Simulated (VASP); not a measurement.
A run of VASP 6.6.1 is set up as follows.

File INCAR:

```
SYSTEM = Ta
PREC     = Accurate       ! precision mode
ENCUT    = 520            ! plane-wave cutoff, eV
EDIFF    = 1E-6           ! SCF threshold, eV
ISMEAR   = -1             ! smearing method
SIGMA    = 0.08           ! smearing width, eV
LREAL    = .FALSE.        ! projectors in reciprocal space
LASPH    = .TRUE.         ! aspherical terms in the spheres
NELM     = 60             ! most SCF steps
ALGO     = Normal         ! electronic algorithm
ISIF     = 2              ! what is computed and relaxed
LWAVE    = .FALSE.        ! write WAVECAR
LCHARG   = .FALSE.        ! write CHGCAR
GGA      = PE             ! functional
NBANDS   = 12             ! bands
```

Contents of KPOINTS:

```
Automatic mesh
0
G
  17 17 17
  0 0 0
```

The input POSCAR:

```
Ta
1.0
   -1.6567660204      1.6567660204      1.6567660204
    1.6567660204     -1.6567660204      1.6567660204
    1.6567660204      1.6567660204     -1.6567660204
Ta
1
Direct
    0.0000000000      0.0000000000      0.0000000000
```

Potentials or basis: VASP PAW PBE potentials, release 64 (Ta_pv).

Launch:

```console
$ cat potpaw_PBE.64/Ta_pv/POTCAR > POTCAR
$ mpirun -np 1 vasp_std > vasp.out
```

(1) Estimate the pressure.

## Answers

(1) 1.2 GPa.
